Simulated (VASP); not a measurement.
# KF (Carobbiite) (Fm-3m) in VASP: single point with LDA

Aim: the single point of KF (Carobbiite) with LDA.

All numbers are computed with VASP 6.6.1; they aren't measurements. Logs are shortened: lines on timing, memory, paths and dates and some standing lists are left out, and cuts for length are marked.

## 1. The cell of the first run

Symmetry: Fm-3m, No. 225, cubic system. Conventional cell: a = 5.344 Å, b = 5.344 Å, c = 5.344 Å, α = 90.00°, β = 90.00°, γ = 90.00°. K (site symmetry m-3m) has 6 F at 2.67 Å within 3.5 Å. F (site symmetry m-3m) has 6 K at 2.67 Å within 3.5 Å.

## 2. Single point, LDA

Input file INCAR:

```
SYSTEM = KF
PREC     = Accurate       ! precision mode
ENCUT    = 600            ! plane-wave cutoff, eV
EDIFF    = 1E-6           ! SCF threshold, eV
ISMEAR   = 0              ! smearing method
SIGMA    = 0.01           ! smearing width, eV
LREAL    = .False.        ! projectors in reciprocal space
LASPH    = .True.         ! aspherical terms in the spheres
NELM     = 120            ! most SCF steps
ALGO     = Normal         ! electronic algorithm
ISIF     = 2              ! what is computed and relaxed
LWAVE    = .False.        ! write WAVECAR
LCHARG   = .False.        ! write CHGCAR
GGA      = CA             ! functional
NBANDS   = 15             ! bands
GGA_COMPAT= .False.
```

Input file KPOINTS:

```
regular mesh
0
Gamma
  3 3 3
  0 0 0
```

Input file POSCAR:

```
KF
1.0
    0.0000000000      2.6718500000      2.6718500000
    2.6718500000      0.0000000000      2.6718500000
    2.6718500000      2.6718500000      0.0000000000
K F
1 1
Direct
    0.0000000000      0.0000000000      0.0000000000
    0.5000000000      0.5000000000      0.5000000000
```

Potentials or basis: VASP PAW LDA potentials, release 64 (K_sv, F).

Launch:

```sh
$ cat potpaw_LDA.64/K_sv/POTCAR potpaw_LDA.64/F/POTCAR > POTCAR
$ mpirun -np 1 vasp_std > vasp.out
```

OUTCAR:

```text
SYSTEM = KF
   PREC = Accurate
   ENCUT = 600
   EDIFF = 1E-6
   ISMEAR = 0
   LREAL = .False.
   LASPH = .True.
   NELM = 120
   ISIF = 2
   GGA = CA

 ion  position               nearest neighbor table
   1  0.000  0.000  0.000-   2 2.67   2 2.67   2 2.67   2 2.67   2 2.67   2 2.67
   2  0.500  0.500  0.500-   1 2.67   1 2.67   1 2.67   1 2.67   1 2.67   1 2.67

  LATTYP: Found a face centered cubic cell.
 ALAT       =     5.3437000000

  Lattice vectors:

 A1 = (   0.0000000000,   2.6718500000,   2.6718500000)
 A2 = (   2.6718500000,   0.0000000000,   2.6718500000)
 A3 = (   2.6718500000,   2.6718500000,   0.0000000000)

Analysis of symmetry for initial positions (statically):
=====================================================================
 Subroutine PRICEL returns:
 Original cell was already a primitive cell.

 Routine SETGRP: Setting up the symmetry group for a
 face centered cubic supercell.

 Subroutine GETGRP returns: Found 48 space group operations
 (whereof 48 operations were pure point group operations)
 out of a pool of 48 trial point group operations.

The static configuration has the point symmetry O_h .

Analysis of symmetry for dynamics (positions and initial velocities):
=====================================================================
 Subroutine PRICEL returns:
 Original cell was already a primitive cell.

 Routine SETGRP: Setting up the symmetry group for a
 face centered cubic supercell.

 Subroutine GETGRP returns: Found 48 space group operations
 (whereof 48 operations were pure point group operations)
 out of a pool of 48 trial point group operations.

The dynamic configuration has the point symmetry O_h .

 Subroutine INISYM returns: Found 48 space group operations
 (whereof 48 operations are pure point group operations),
 and found     1 'primitive' translations

----------------------------------------------------------------------------------------

                                     Primitive cell

  volume of cell :      38.1475

  direct lattice vectors                    reciprocal lattice vectors
     0.000000000  2.671850000  2.671850000    -0.187136254  0.187136254  0.187136254
     2.671850000  0.000000000  2.671850000     0.187136254 -0.187136254  0.187136254
     2.671850000  2.671850000  0.000000000     0.187136254  0.187136254 -0.187136254

  length of vectors
     3.778566507  3.778566507  3.778566507     0.324129500  0.324129500  0.324129500

  position of ions in fractional coordinates (direct lattice)
     0.000000000  0.000000000  0.000000000
     0.500000000  0.500000000  0.500000000

  ion indices of the primitive-cell ions
   primitive index   ion index
                 1           1
                 2           2

----------------------------------------------------------------------------------------

 KPOINTS: regular mesh

Automatic generation of k-mesh.
 Grid dimensions read from file:
 generate k-points for:    3    3    3

 Generating k-lattice:

  Cartesian coordinates                     Fractional coordinates (reciprocal lattice)
    -0.062378751  0.062378751  0.062378751     0.333333333  0.000000000  0.000000000
     0.062378751 -0.062378751  0.062378751     0.000000000  0.333333333  0.000000000
     0.062378751  0.062378751 -0.062378751     0.000000000  0.000000000  0.333333333

  Length of vectors
     0.108043167  0.108043167  0.108043167

  Shift w.r.t. Gamma in fractional coordinates (k-lattice)
     0.000000000  0.000000000  0.000000000

 Subroutine IBZKPT returns following result:
 ===========================================

 Found      4 irreducible k-points:

 Following reciprocal coordinates:
            Coordinates               Weight
  0.000000  0.000000  0.000000      1.000000
  0.333333  0.000000  0.000000      8.000000
  0.333333  0.333333  0.000000      6.000000
 -0.333333  0.333333  0.000000     12.000000
   k-points           NKPTS =      4   k-points in BZ     NKDIM =      4   number of bands    NBANDS=     15
   number of dos      NEDOS =    301   number of ions     NIONS =      2
   total plane-waves  NPLWV =  27000
   dimension x,y,z NGX =    30 NGY =   30 NGZ =   30
   dimension x,y,z NGXF=    60 NGYF=   60 NGZF=   60
   ions per type =               1   1
   NGX,Y,Z   is equivalent  to a cutoff of  13.20, 13.20, 13.20 a.u.
   NGXF,Y,Z  is equivalent  to a cutoff of  26.40, 26.40, 26.40 a.u.
 SYSTEM =  KF
   PREC   = accura    normal or accurate (medium, high low for compatibility)
   ISTART =      0    job   : 0-new  1-cont  2-samecut
   ICHARG =      2    charge: 1-file 2-atom 10-const
   ISPIN  =      1    spin polarized calculation?
   LNONCOLLINEAR =      F non collinear calculations
   LSORBIT =      F    spin-orbit coupling
   LASPH  =      T    aspherical Exc in radial PAW
   ENCUT  =  600.0 eV  44.10 Ry    6.64 a.u.   7.55  7.55  7.55*2*pi/ulx,y,z
   NELM   =    120;   NELMIN=  2; NELMDL= -5     # of ELM steps
   EDIFF  = 0.1E-05   stopping-criterion for ELM
   LREAL  =      F    real-space projection
   EDIFFG = 0.1E-04   stopping-criterion for IOM
   NSW    =      0    number of steps for IOM
   IBRION =     -1    ionic relax: 0-MD 1-quasi-New 2-CG
   NFREE  =      0    steps in history (QN), initial steepest desc. (CG)
   ISIF   =      2    stress and relaxation
   ISYM   =      2    0-nonsym 1-usesym 2-fastsym
   POTIM  = 0.5000    time-step for ionic-motion
   TEBEG  =    0.0;   TEEND  =   0.0 temperature during run
   PSTRESS=    0.0 pullay stress
   NELECT =      16.0000    total number of electrons
   NUPDOWN=      -1.0000    fix difference up-down
   EMIN   =  10.00;   EMAX   =-10.00  energy-range for DOS
   EFERMI =   0.00;   METHOD = LEGACY
   ISMEAR =     0;   SIGMA  =   0.01  broadening in eV -4-tet -1-fermi 0-gaus
   EFERMI_NEDOS =   21; number of points for ismear=-14 and -15
   IALGO  =     38    algorithm
   IMIX   =      4    mixing-type and parameters
     AMIX     =   0.40;   BMIX     =  1.00
     AMIX_MAG =   1.60;   BMIX_MAG =  1.00
  volume/ion in A,a.u.               =      19.07       128.72
  Fermi-wavevector in a.u.,A,eV,Ry     =   1.225442  2.315750 20.431978  1.501708
  Thomas-Fermi vector in A             =   2.360480
   LORBIT       =      0    0 simple, 1 ext, 2 COOP (PROOUT), +10 PAW based schemes
   GGA     = CA    functional components
   LHFCALC =     F    Hartree Fock is set to
   AEXX    =    0.0000 exact exchange contribution
   IVDW    =     0    specifies the selected vdW correction
   LEPSILON=     F    determine dielectric tensor
   LRPA    =     F    only Hartree local field effects (RPA)
 non-spin polarized calculation
 Gauss-broadening in eV      SIGMA  =   0.01
  energy-cutoff  :      600.00
  volume of cell :       38.15
 maximum number of plane-waves:      1276
 NGX is ok and might be reduce to    30
   NGX = 15   NGY = 15   NGZ = 15

 number of electron      15.9999997 magnetization

 Free energy of the ion-electron system (eV)
  ---------------------------------------------------
  ext. energy  EPLUGINS =         0.00000000
  ---------------------------------------------------
  free energy    TOTEN  =        -9.03476854 eV

  energy without entropy =       -9.03476854  energy(sigma->0) =       -9.03476854

 E-fermi :  -3.0993     XC(G=0):  -9.1214

 val. band max:       -3.2311809004   @ k =   0.0000   0.0000   0.0000
 cond. band min:       2.5601034764   @ k =   0.0000   0.0000   0.0000
 fundamental gap:      5.7912843768
 Fermi energy:        -3.0992619097

 k-point     1 :       0.0000    0.0000    0.0000
  band No.  band energies     occupation
      1     -28.8639      2.00000
      2     -21.4484      2.00000
      3     -12.3366      2.00000
      4     -12.3366      2.00000
      5     -12.3366      2.00000
      6      -3.2312      2.00000
      7      -3.2312      2.00000
      8      -3.2312      2.00000
      9       2.5601      0.00000
     10       7.2822      0.00000
     11       7.2822      0.00000
     12       7.2822      0.00000
     13       9.0151      0.00000
     14       9.0151      0.00000
     15      13.1435      0.00000

 k-point     2 :       0.3333    0.0000    0.0000
  band No.  band energies     occupation
      1     -28.7857      2.00000
      2     -21.5216      2.00000
      3     -12.5573      2.00000
      4     -12.3659      2.00000
      5     -12.3659      2.00000
      6      -3.8972      2.00000
      7      -3.5080      2.00000
      8      -3.5080      2.00000
      9       4.8945      0.00000
     10       6.5585      0.00000
     11       8.4069      0.00000
     12       8.4069      0.00000
     13      10.1373      0.00000
     14      10.1373      0.00000
     15      14.3671      0.00000

 k-point     3 :       0.3333    0.3333    0.0000
  band No.  band energies     occupation
      1     -28.7663      2.00000
      2     -21.4834      2.00000
      3     -12.6961      2.00000
      4     -12.5083      2.00000
      5     -12.5083      2.00000
      6      -3.6818      2.00000
      7      -3.2883      2.00000
      8      -3.2883      2.00000
      9       5.1272      0.00000
     10       5.3895      0.00000
     11       8.9278      0.00000
     12       9.7247      0.00000
     13       9.7247      0.00000
     14       9.9607      0.00000
     15      14.6146      0.00000

 k-point     4 :      -0.3333    0.3333    0.0000
  band No.  band energies     occupation
      1     -28.7397      2.00000
      2     -21.5073      2.00000
      3     -12.7677      2.00000
      4     -12.5860      2.00000
      5     -12.4546      2.00000
      6      -3.7322      2.00000
      7      -3.5057      2.00000
      8      -3.4148      2.00000
      9       5.7625      0.00000
     10       6.7975      0.00000
     11       8.0116      0.00000
     12       9.9630      0.00000
     13      10.2532      0.00000
     14      11.0610      0.00000
     15      13.1799      0.00000

------------------------ aborting loop because EDIFF is reached ----------------------------------------

  FORCE on cell =-STRESS in cart. coord.  units (eV):
  Direction    XX          YY          ZZ          XY          YZ          ZX
  --------------------------------------------------------------------------------------
  -------------------------------------------------------------------------------------
  Total       -0.8176763     -0.8176763     -0.8176763      0.0000000      0.0000000     -0.0000000
  in kB      -34.3420166    -34.3420166    -34.3420166      0.0000000      0.0000000     -0.0000000
  external PRESSURE =     -34.3420166 kB  Pullay stress =       0.0000000 kB

 VOLUME and BASIS-vectors are now :
 -----------------------------------------------------------------------------
  energy-cutoff  :      600.00
  volume of cell :       38.15
      direct lattice vectors                 reciprocal lattice vectors
     0.000000000  2.671850000  2.671850000    -0.187136254  0.187136254  0.187136254
     2.671850000  0.000000000  2.671850000     0.187136254 -0.187136254  0.187136254
     2.671850000  2.671850000  0.000000000     0.187136254  0.187136254 -0.187136254

 POSITION                                       TOTAL-FORCE (eV/Angst)
 -----------------------------------------------------------------------------------
      0.00000      0.00000      0.00000         0.000000     -0.000000     -0.000000
      2.67185      2.67185      2.67185        -0.000000      0.000000      0.000000
 -----------------------------------------------------------------------------------
    total drift:                                0.000000      0.000000      0.000000

  FREE ENERGIE OF THE ION-ELECTRON SYSTEM (eV)
  ---------------------------------------------------
  free  energy   TOTEN  =        -9.0347685433 eV

  energy  without entropy=       -9.0347685433  energy(sigma->0) =       -9.03476854
```

Run time: 5.5 s. Hardware: 1 thread of Intel Xeon 8259CL, shared host; peak memory 0.14 GiB.

Results:

```
Free energy            : -9.0348 eV
Pressure               : -3.4 GPa
Band gap on the k mesh : 5.79 eV, direct
```

Levels at points of the mesh, in eV from the valence-band top:
| k point | band 6 | band 7 | band 8 | band 9 | band 10 | band 11 |
| --- | --- | --- | --- | --- | --- | --- |
| (0.00, 0.00, 0.00) | 0.00 | 0.00 | 0.00 | 5.79 | 10.51 | 10.51 |

Caveat: the k points lie up to 0.68 Å⁻¹ apart.
